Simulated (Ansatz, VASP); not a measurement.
## Two plane-wave programs on PC4

INCAR

```
  ALGO = Normal
  EDIFF = 1E-6
  ENCUT = 520
  GGA = PE
  ISIF = 2
  ISMEAR = 0
  ISPIN = 2
  LASPH = True
  LCHARG = True
  LELF = True
  LORBIT = 11
  LREAL = False
  LVHAR = True
  LWAVE = False
  MAGMOM = 0 1 1 1 1
  NBANDS = 22
  NELM = 150
  PREC = Accurate
  SIGMA = 0.1
```

The input KPOINTS:

```
k-points
0
Gamma
  6 6 2
```

Contents of POSCAR:

```
PC4
1.0
    2.4691323841      0.0000000000      0.0000000000
   -1.2345661920      2.1383313699      0.0000000000
    0.0000000000      0.0000000000     11.8233770477
P C
1 4
Direct
    0.0000000000      0.0000000000      0.0000000000
    0.3333333333      0.6666666667      0.6508901394
    0.3333333333      0.6666666667      0.3491098606
    0.6666666667      0.3333333333      0.3491098606
    0.6666666667      0.3333333333      0.6508901394
```

Input for Ansatz:

```yaml
crystal:
  lattice:
    - [2.4691323841, 0.0, 0.0]
    - [-1.234566192, 2.1383313699, 0.0]
    - [0.0, 0.0, 11.8233770477]
  atoms:
    - { symbol: P, position: [0.0, 0.0, 0.0] }
    - { symbol: C, position: [0.3333333333, 0.6666666667, 0.6508901394], spin: 1.0 }
    - { symbol: C, position: [0.3333333333, 0.6666666667, 0.3491098606], spin: 1.0 }
    - { symbol: C, position: [0.6666666667, 0.3333333333, 0.3491098606], spin: 1.0 }
    - { symbol: C, position: [0.6666666667, 0.3333333333, 0.6508901394], spin: 1.0 }
basis:
  ecutwfc: 420
kpoints:
  mp_grid: { grid: [6, 6, 2] }
hamiltonian:
  xc: pbe
scf:
  occupations: { method: gaussian, width: 0.1 }
  lower_state_search: "off"
output:
  forces: true
  stress: true
  eigenvalues: true
  populations: true
magnetization:
  spin_polarized: true
```

Change from the starting cell: species swapped into the Co4H type (P-3m1, No. 164).

Alike in both runs: task single point; functional PBE; k mesh 6 × 6 × 2; occupations gaussian, width 0.1 eV; collinear spin.

|  | VASP | Ansatz |
| --- | --- | --- |
| version | VASP 6.6.1 | Ansatz 0.2.0 |
| potentials or method | VASP PAW PBE potentials, release 64 (P, C), cutoff 520 eV | scalar-relativistic, plane waves, PAW |
| valence electrons in the cell | 21 | 21 |

```tsv
	VASP	Ansatz	Ansatz less VASP
gap on the k mesh at the Fermi level (eV)	none	none	-
pressure (GPa)	0.1	-0.1	-0.18
traceless stress, the component that is largest in VASP (GPa)	0.30	0.54	+0.235
net moment per atom (μB)	0.11	0.11	0.000
size of the moment on the site where the two differ most (μB)	0.27	0.34	+0.074
```

Site moments also hang on the region over which each program counts them. A gap of «none» marks a metal or a gap that the smearing closes.

The k mesh is coarse, so the values compare programs but aren't converged.
